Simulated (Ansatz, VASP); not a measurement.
One calculation of SrO, two programs

File INCAR:

```
SYSTEM = SrO
PREC = Accurate ; ENCUT = 520
EDIFF = 1E-6 ; ISMEAR = -1
SIGMA = 0.03 ; LREAL = .FALSE.
LASPH = .TRUE. ; NELM = 100
ALGO = Normal ; ISIF = 2
LWAVE = .FALSE. ; LCHARG = .TRUE.
GGA = PE ; LELF = .TRUE.
LVHAR = .TRUE. ; NBANDS = 15
```

KPOINTS

```
regular mesh
0
G
  13 13 13
  0 0 0
```

File POSCAR:

```
SrO
1.0
    0.0000000000      2.5974064114      2.5974064114
    2.5974064114      0.0000000000      2.5974064114
    2.5974064114      2.5974064114      0.0000000000
Sr O
1 1
Direct
    0.0000000000      0.0000000000      0.0000000000
    0.5153999774      0.5153999774      0.4846000226
```

Input for Ansatz:

```yaml
crystal:
  lattice:
    - [0.0, 2.5974064114, 2.5974064114]
    - [2.5974064114, 0.0, 2.5974064114]
    - [2.5974064114, 2.5974064114, 0.0]
  atoms:
    - { symbol: Sr, position: [0.0, 0.0, 0.0] }
    - { symbol: O, position: [0.5153999774, 0.5153999774, 0.4846000226] }
kpoints:
  mp_grid: { grid: [13, 13, 13] }
scf:
  occupations: { method: fermi_dirac, width: 0.03 }
hamiltonian:
  xc: pbe
  pseudopotentials: { kind: all_electron, lapw: { basis_error: 0.001 } }
output:
  forces: true
  stress: true
  eigenvalues: true
```

Alike in both runs: task single point; functional PBE; k mesh 13 × 13 × 13; occupations fermi-dirac, width 0.03 eV; no spin polarisation.

```csv
,VASP,Ansatz
version,VASP 6.6.1,Ansatz 0.2.0
potentials or method,"VASP PAW PBE potentials, release 64 (Sr_sv, O), cutoff 520 eV","all-electron LAPW, scalar-relativistic"
```

|  | VASP | Ansatz | Ansatz less VASP |
| --- | --- | --- | --- |
| gap on the k mesh at the Fermi level (eV) | 3.32 | 3.37 | +0.044 |
| pressure (GPa) | 0.7 | 0.2 | -0.51 |
| traceless stress, the component that is largest in VASP (GPa) | 0.43 | 0.41 | -0.023 |
| rms of the force components (eV/Å) | 0.093 | 0.087 | -0.0059 |

Atom by atom the forces differ by 0.006 eV/Å (rms over components). Ansatz ran all-electron here, and VASP with PAW potentials.
